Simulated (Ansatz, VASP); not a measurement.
One calculation of Be2Se3, two programs

```
CELL_PARAMETERS angstrom
1.74198 1.00573 8.75001
-1.74198 1.00573 8.75001
0.00000 -2.01147 8.75001
ATOMIC_POSITIONS crystal
Be 0.14519 0.14519 0.14519
Be 0.61405 0.61405 0.61405
Se 0.23051 0.23051 0.23051
Se 0.78148 0.78148 0.78148
Se 0.99877 0.99877 0.99877
```

Alike in both runs: functional PBE; k mesh 5 × 5 × 5; occupations gaussian, width 0.2 eV; no spin polarisation.

Ansatz relaxed the structure, and its values are those at the end. VASP's run is a single point on that final structure, the one shown.

|  | VASP | Ansatz |
| --- | --- | --- |
| version | VASP 6.6.1 | Ansatz 0.2.0 |
| potentials or method | VASP PAW PBE potentials, release 64 (Be, Se), cutoff 520 eV | scalar-relativistic, plane waves, PAW |
| valence electrons in the cell | 22 | 52 |

VASP gave:

```
gap on the k mesh at the Fermi level (eV) : none
pressure (GPa)                            : 0.1
rms of the force components (eV/Å)        : 0.018
```

Question: Which values does Ansatz return?

Answer: gap on the k mesh at the Fermi level (eV): none; pressure (GPa): 0.0; rms of the force components (eV/Å): 0.018.

A gap of «none» marks a metal or a gap that the smearing closes. VASP's potentials hold 22 valence electrons a cell and Ansatz's 52, so a difference there can come from the potentials and not from the codes.

The k mesh is coarse, so the values compare programs but aren't converged.
